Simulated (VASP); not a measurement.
# SnO2 (P6_3/mmc) in VASP: a series of runs

The runs below take SnO2 through single point, relaxation of cell and atoms, with LDA.

Program: VASP 6.6.1. These are calculated values, not measurements. Logs are shortened: lines on timing, memory, paths and dates and some standing lists are left out, and cuts for length are marked.

## (1) The cell of the first run

It takes space group P6_3/mmc (No. 194, hexagonal). The conventional cell has a = 3.170 Å, b = 3.170 Å, c = 10.414 Å, α = 90.00°, β = 90.00°, γ = 120.00°. Within 2.8 Å of Sn (site symmetry -3m) lie 6 O at 2.08 Å. Within 2.8 Å of O (site symmetry 3m) lie 3 Sn at 2.08 Å and 3 O at 2.70 Å.

## (2) Single point, LDA

File INCAR:

```
SYSTEM = SnO2
PREC     = Accurate       ! precision mode
ENCUT    = 520            ! plane-wave cutoff, eV
EDIFF    = 1E-6           ! SCF threshold, eV
ISMEAR   = 0              ! smearing method
SIGMA    = 0.02           ! smearing width, eV
LREAL    = .FALSE.        ! projectors in reciprocal space
LASPH    = .TRUE.         ! aspherical terms in the spheres
NELM     = 60             ! most SCF steps
ALGO     = Normal         ! electronic algorithm
ISIF     = 2              ! what is computed and relaxed
LWAVE    = .FALSE.        ! write WAVECAR
LCHARG   = .FALSE.        ! write CHGCAR
GGA      = CA             ! functional
NBANDS   = 35             ! bands
```

File KPOINTS:

```
Automatic mesh
0
G
  12 12 4
  0 0 0
```

File POSCAR:

```
SnO2
1.0
    3.1699696622      0.0000000000      0.0000000000
   -1.5849848311      2.7452742567      0.0000000000
    0.0000000000      0.0000000000     10.4142335761
Sn O
2 4
Direct
    0.0000000000      0.0000000000      0.5000000000
    0.0000000000      0.0000000000      0.0000000000
    0.6666666667      0.3333333333      0.4048060823
    0.6666666667      0.3333333333      0.0951939177
    0.3333333333      0.6666666667      0.5951939177
    0.3333333333      0.6666666667      0.9048060823
```

Potentials or basis: VASP PAW LDA potentials, release 64 (Sn_d, O).

Run with:

```sh
> cat potpaw_LDA.64/Sn_d/POTCAR potpaw_LDA.64/O/POTCAR > POTCAR
> mpirun -np 1 vasp_std > vasp.out
```

OUTCAR:

```text
SYSTEM = SnO2
   PREC = Accurate
   ENCUT = 520
   EDIFF = 1E-6
   ISMEAR = 0
   LREAL = .FALSE.
   LASPH = .TRUE.
   NELM = 60
   ISIF = 2
   GGA = CA

 ion  position               nearest neighbor table
   1  0.000  0.000  0.500-   3 2.08   5 2.08   3 2.08   5 2.08   3 2.08   5 2.08
   2  0.000  0.000  0.000-   4 2.08   6 2.08   4 2.08   6 2.08   4 2.08   6 2.08
   3  0.667  0.333  0.405-   1 2.08   1 2.08   1 2.08
   4  0.667  0.333  0.095-   2 2.08   2 2.08   2 2.08
   5  0.333  0.667  0.595-   1 2.08   1 2.08   1 2.08
   6  0.333  0.667  0.905-   2 2.08   2 2.08   2 2.08

  LATTYP: Found a hexagonal cell.
 ALAT       =     3.1699696622
 C/A-ratio  =     3.2852786259

  Lattice vectors:

 A1 = (   3.1699696622,   0.0000000000,   0.0000000000)
 A2 = (  -1.5849848311,   2.7452742567,   0.0000000000)
 A3 = (   0.0000000000,   0.0000000000,  10.4142335761)

Analysis of symmetry for initial positions (statically):
=====================================================================
 Subroutine PRICEL returns:
 Original cell was already a primitive cell.

 Routine SETGRP: Setting up the symmetry group for a
 hexagonal supercell.

 Subroutine GETGRP returns: Found 24 space group operations
 (whereof 12 operations were pure point group operations)
 out of a pool of 24 trial point group operations.

The static configuration has the point symmetry D_3d.
 The point group associated with its full space group is D_6h.

Analysis of symmetry for dynamics (positions and initial velocities):
=====================================================================
 Subroutine PRICEL returns:
 Original cell was already a primitive cell.

 Routine SETGRP: Setting up the symmetry group for a
 hexagonal supercell.

 Subroutine GETGRP returns: Found 24 space group operations
 (whereof 12 operations were pure point group operations)
 out of a pool of 24 trial point group operations.

The dynamic configuration has the point symmetry D_3d.
 The point group associated with its full space group is D_6h.

 Subroutine INISYM returns: Found 24 space group operations
 (whereof 12 operations are pure point group operations),
 and found     1 'primitive' translations

----------------------------------------------------------------------------------------

                                     Primitive cell

[... 94 lines left out ...]
   LSORBIT =      F    spin-orbit coupling
   LASPH  =      T    aspherical Exc in radial PAW
   ENCUT  =  520.0 eV  38.22 Ry    6.18 a.u.   5.89  5.89 19.36*2*pi/ulx,y,z
   NELM   =     60;   NELMIN=  2; NELMDL= -5     # of ELM steps
   EDIFF  = 0.1E-05   stopping-criterion for ELM
   LREAL  =      F    real-space projection
   EDIFFG = 0.1E-04   stopping-criterion for IOM
   NSW    =      0    number of steps for IOM
   IBRION =     -1    ionic relax: 0-MD 1-quasi-New 2-CG
   NFREE  =      0    steps in history (QN), initial steepest desc. (CG)
   ISIF   =      2    stress and relaxation
   ISYM   =      2    0-nonsym 1-usesym 2-fastsym
   POTIM  = 0.5000    time-step for ionic-motion
   TEBEG  =    0.0;   TEEND  =   0.0 temperature during run
   PSTRESS=    0.0 pullay stress
   NELECT =      52.0000    total number of electrons
   NUPDOWN=      -1.0000    fix difference up-down
   EMIN   =  10.00;   EMAX   =-10.00  energy-range for DOS
   EFERMI =   0.00;   METHOD = LEGACY
   ISMEAR =     0;   SIGMA  =   0.02  broadening in eV -4-tet -1-fermi 0-gaus
   EFERMI_NEDOS =   21; number of points for ismear=-14 and -15
   IALGO  =     38    algorithm
   IMIX   =      4    mixing-type and parameters
     AMIX     =   0.40;   BMIX     =  1.00
     AMIX_MAG =   1.60;   BMIX_MAG =  1.00
  volume/ion in A,a.u.               =      15.10       101.93
  Fermi-wavevector in a.u.,A,eV,Ry     =   1.360358  2.570704 25.178588  1.850574
  Thomas-Fermi vector in A             =   2.487027
   LORBIT       =      0    0 simple, 1 ext, 2 COOP (PROOUT), +10 PAW based schemes
   GGA     = CA    functional components
   LHFCALC =     F    Hartree Fock is set to
   AEXX    =    0.0000 exact exchange contribution
   IVDW    =     0    specifies the selected vdW correction
   LEPSILON=     F    determine dielectric tensor
   LRPA    =     F    only Hartree local field effects (RPA)
 non-spin polarized calculation
 Gauss-broadening in eV      SIGMA  =   0.02
  energy-cutoff  :      520.00
  volume of cell :       90.63
 maximum number of plane-waves:      2468
 NGX is ok and might be reduce to    24
   NGX = 11   NGY = 11   NGZ = 39

 number of electron      51.9999989 magnetization

 Free energy of the ion-electron system (eV)
  ---------------------------------------------------
  ext. energy  EPLUGINS =         0.00000000
  ---------------------------------------------------
  free energy    TOTEN  =       -40.84548707 eV

  energy without entropy =      -40.84548707  energy(sigma->0) =      -40.84548707

 E-fermi :   2.6956     XC(G=0): -10.1199

 val. band max:        2.5155687281   @ k =   0.2500   0.2500   0.0000
 cond. band min:       4.7717673401   @ k =   0.0000   0.0000   0.0000
 fundamental gap:      2.2561986120
 Fermi energy:         2.6956492889

 k-point     1 :       0.0000    0.0000    0.0000
  band No.  band energies     occupation
      1     -17.4962      2.00000
      2     -17.4941      2.00000
      3     -17.1963      2.00000
      4     -17.1963      2.00000
      5     -17.1962      2.00000
      6     -17.1962      2.00000
[... 901 lines left out ...]
     34      14.2800      0.00000
     35      14.8667      0.00000

 [... further k-points ...]
[... 5 lines left out ...]
  --------------------------------------------------------------------------------------
  -------------------------------------------------------------------------------------
  Total        0.6195153      0.6195153      0.1540194      0.0000000      0.0000000      0.0000000
  in kB       10.9520266     10.9520266      2.7228141      0.0000000      0.0000000      0.0000000
  external PRESSURE =       8.2089558 kB  Pullay stress =       0.0000000 kB

 VOLUME and BASIS-vectors are now :
 -----------------------------------------------------------------------------
  energy-cutoff  :      520.00
  volume of cell :       90.63
      direct lattice vectors                 reciprocal lattice vectors
     3.169969662  0.000000000  0.000000000     0.315460432  0.182131166  0.000000000
    -1.584984831  2.745274257  0.000000000     0.000000000  0.364262331  0.000000000
     0.000000000  0.000000000 10.414233576     0.000000000  0.000000000  0.096022429

 POSITION                                       TOTAL-FORCE (eV/Angst)
 -----------------------------------------------------------------------------------
      0.00000      0.00000      5.20712        -0.000000      0.000000      0.000000
      0.00000      0.00000      0.00000        -0.000000      0.000000      0.000000
      1.58498      0.91509      4.21575        -0.000000      0.000000     -0.069518
      1.58498      0.91509      0.99137        -0.000000      0.000000      0.069518
     -0.00000      1.83018      6.19849         0.000000     -0.000000      0.069518
     -0.00000      1.83018      9.42286         0.000000     -0.000000     -0.069518
 -----------------------------------------------------------------------------------
    total drift:                                0.000000      0.000000     -0.000000

  FREE ENERGIE OF THE ION-ELECTRON SYSTEM (eV)
  ---------------------------------------------------
  free  energy   TOTEN  =       -40.8454870694 eV

  energy  without entropy=      -40.8454870694  energy(sigma->0) =      -40.84548707
```

Run time: 2.2 min. Hardware: 1 thread of Intel Xeon 6975P-C, shared host; peak memory 0.26 GiB.

Results:

```
Free energy            : -40.8455 eV
Pressure               : 0.8 GPa
Largest force          : 0.070 eV/Å
Band gap on the k mesh : 2.26 eV, indirect (least direct gap 2.77 eV)
```

Forces on the atoms (eV/Å):
```
Sn   0.000  0.000  0.000
Sn   0.000  0.000  0.000
O    0.000  0.000 -0.070
O    0.000  0.000  0.070
O    0.000  0.000  0.070
O    0.000  0.000 -0.070
```

Levels at points of the mesh, in eV from the valence-band top:
| k point | band 23 | band 24 | band 25 | band 26 | band 27 | band 28 | band 29 | band 30 |
| --- | --- | --- | --- | --- | --- | --- | --- | --- |
| (0.00, 0.00, 0.00) | -0.94 | -0.91 | -0.91 | -0.51 | 2.26 | 3.13 | 5.49 | 5.90 |
| (0.50, 0.00, 0.00) | -0.59 | -0.57 | -0.54 | -0.09 | 5.44 | 5.62 | 6.98 | 7.72 |
| (0.00, 0.00, 0.50) | -0.92 | -0.92 | -0.91 | -0.91 | 2.70 | 2.70 | 5.71 | 5.71 |
| (0.50, 0.00, 0.50) | -0.57 | -0.57 | -0.30 | -0.30 | 5.53 | 5.53 | 7.32 | 7.32 |

Caveat: spin-orbit coupling is left out, which moves the levels of the heavy elements.

## (3) Relaxation of cell and atoms, LDA

This run uses another cell than the first one, of 15.56 Å³/atom, 1.030 times its volume.

File INCAR:

```
SYSTEM = SnO2
  ALGO = Normal
  EDIFF = 1E-6
  EDIFFG = -0.005
  ENCUT = 600
  GGA = CA
  IBRION = 2
  ISIF = 3
  ISMEAR = 0
  LASPH = .TRUE.
  LCHARG = .FALSE.
  LREAL = .FALSE.
  LUSENCCL = .FALSE.
  LWAVE = .FALSE.
  NELM = 60
  NSW = 100
  PREC = Accurate
  SIGMA = 0.02
```

File KPOINTS:

```
k-points
0
G
  12 12 4
  0 0 0
```

File POSCAR:

```
SnO2
1.0
    3.1757568900      0.0000000000      0.0000000000
   -1.5878784450      2.7502861430      0.0000000000
    0.0000000000      0.0000000000     10.6873998319
Sn O
2 4
Direct
    0.0000000000      0.0000000000      0.5000000000
    0.0000000000      0.0000000000      0.0000000000
    0.6666666667      0.3333333333      0.4077719588
    0.6666666667      0.3333333333      0.0922280412
    0.3333333333      0.6666666667      0.5922280412
    0.3333333333      0.6666666667      0.9077719588
```

Potentials or basis: VASP PAW LDA potentials, release 64 (Sn_d, O).

Run with:

```sh
> cat potpaw_LDA.64/Sn_d/POTCAR potpaw_LDA.64/O/POTCAR > POTCAR
> mpirun -np 1 vasp_std > vasp.out
```

It took 7.1 min on 1 × NVIDIA H100 80GB with 1 thread of AMD EPYC 7R13 (Zen 3), shared host; peak memory 1.4 GiB.

It converged, with:

- Free energy: -40.8639 eV
- Relaxed volume: 14.82 Å³/atom
- Relaxed cell: a = 3.175 Å, b = 3.175 Å, c = 10.185 Å, α = 90.00°, β = 90.00°, γ = 120.00°
- Space group after relaxing (to 0.05 Å): P6_3/mmc (No. 194)
- Energy gained by relaxing: 1.9 meV/atom
- Ionic steps: 13
- Pressure after relaxing: 0.0 GPa
- Band gap on the k mesh: 2.13 eV, indirect (least direct gap 2.62 eV)

The path:
| step | energy change (eV) | largest force (eV/Å) | pressure (GPa) | volume (Å³) |
| --- | --- | --- | --- | --- |
| 1 | 0.0000 | 0.1137 | 0.42 | 93.35 |
| 2 | 0.0001 | 0.0336 | -0.96 | 93.89 |
| 3 | -0.0010 | 0.0416 | -0.27 | 93.61 |
| 4 | -0.0017 | 0.0269 | -0.22 | 93.40 |
| 5 | -0.0026 | 0.0176 | -0.05 | 92.79 |
| 6 | -0.0032 | 0.0171 | -0.06 | 92.63 |
| 7 | -0.0048 | 0.0141 | -0.06 | 92.15 |
| 8 | -0.0075 | 0.0086 | 0.05 | 91.19 |
| 9 | -0.0108 | 0.0051 | 0.17 | 89.27 |
| 10 | 0.0012 | 0.0309 | 0.92 | 85.44 |
| 11 | -0.0108 | 0.0309 | 0.40 | 88.89 |
| 12 | -0.0066 | 0.1266 | -1.49 | 89.10 |
| 13 | -0.0111 | 0.0009 | 0.00 | 88.93 |

Final structure:
```xyz
6
Lattice="3.1753 0.0000 0.0000 -1.5877 2.7499 0.0000 0.0000 0.0000 10.1851" Properties=species:S:1:pos:R:3 pbc="T T T"
Sn    0.0000    0.0000    5.0925
Sn    0.0000    0.0000    0.0000
O     1.5877    0.9166    4.1000
O     1.5877    0.9166    0.9925
O     0.0000    1.8333    6.0850
O     0.0000    1.8333    9.1926
```

Levels at points of the mesh, in eV from the valence-band top:
| k point | band 22 | band 23 | band 24 | band 25 | band 26 | band 27 | band 28 | band 29 | band 30 | band 31 |
| --- | --- | --- | --- | --- | --- | --- | --- | --- | --- | --- |
| (0.00, 0.00, 0.00) | -1.00 | -1.00 | -0.95 | -0.95 | -0.48 | 2.13 | 3.10 | 5.39 | 5.86 | 10.41 |
| (0.50, 0.00, 0.00) | -1.23 | -0.67 | -0.65 | -0.58 | -0.08 | 5.33 | 5.54 | 6.86 | 7.69 | 9.81 |
| (0.00, 0.00, 0.50) | -0.98 | -0.98 | -0.98 | -0.95 | -0.95 | 2.63 | 2.63 | 5.64 | 5.64 | 10.47 |
| (0.50, 0.00, 0.50) | -1.51 | -0.62 | -0.62 | -0.33 | -0.33 | 5.43 | 5.43 | 7.25 | 7.25 | 9.99 |

Caveat: spin-orbit coupling is left out, which moves the levels of the heavy elements. Expect the measured gap to be larger: semilocal functionals such as LDA lack the derivative discontinuity.
